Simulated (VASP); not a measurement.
**Be4ZnSe: single point with PBE**

The system is Be4ZnSe.

```xyz
6
Lattice="3.1204 -1.7893 0.0195 3.1204 1.7893 0.0195 -0.0027 0.0000 6.2307" Properties=species:S:1:pos:R:3 pbc="T T T"
Be    2.2033    0.0000    4.9945
Be    4.6608    0.0000    3.7411
Be    4.6584    0.0000    1.7696
Be    2.5497    0.0000    2.8436
Zn    0.4890    0.0000    2.6600
Se    4.2319    0.0000    5.9159
```

- Program: VASP 6.6.1
- Task: single point
- Functional: PBE
- Potentials or basis: VASP PAW PBE potentials, release 64 (Be, Zn, Se)
- Cutoff: 520 eV
- k mesh: 10 × 10 × 6
- Occupations: gaussian, width 0.1 eV
- Spin: no spin polarisation

```yaml
Pressure: 12.9 GPa
Largest_force: 0.012 eV/Å
Band_gap_on_the_k_mesh: zero (bands 13 and 14 overlap by 2.51 eV)
```

Forces in eV/Å, atoms in the order of the input:
```
Be  -0.004  0.000 -0.006
Be   0.006  0.000  0.000
Be   0.004  0.000 -0.005
Be  -0.002  0.000  0.001
Zn   0.001  0.000 -0.002
Se  -0.005  0.000  0.011
```

Levels at points of the mesh, in eV from the Fermi level:
```
           k point  band 9  band 10  band 11  band 12  band 13  band 14  band 15  band 16  band 17  band 18
(0.00, 0.00, 0.00)   -2.93    -2.80    -1.30     1.20     1.24     1.34     1.95     2.49     2.85     3.80
(0.50, 0.00, 0.00)   -6.21    -5.68    -4.47    -3.22    -2.05     1.03     2.22     2.70     3.30     4.32
(0.50, 0.50, 0.00)   -6.36    -5.72    -4.48    -2.99    -1.73     1.11     1.99     2.49     3.08     4.63
(0.00, 0.00, 0.50)   -4.41    -2.88    -2.72     0.90     1.33     2.01     2.07     2.49     3.65     3.82
(0.50, 0.00, 0.50)   -6.80    -5.11    -4.28    -2.56    -1.63    -0.05     2.10     2.45     2.98     5.03
(0.50, 0.50, 0.50)   -6.78    -5.02    -4.18    -2.50    -1.42    -0.59     1.96     2.10     3.63     4.64
```

It took 3.1 min on 1 thread of Intel(R) Xeon(R) Platinum 8259CL CPU @ 2.50GHz (Skylake/Cascade Lake) (shared host), peak memory 0.39 GiB.

Caveat: the cell stands under pressure.
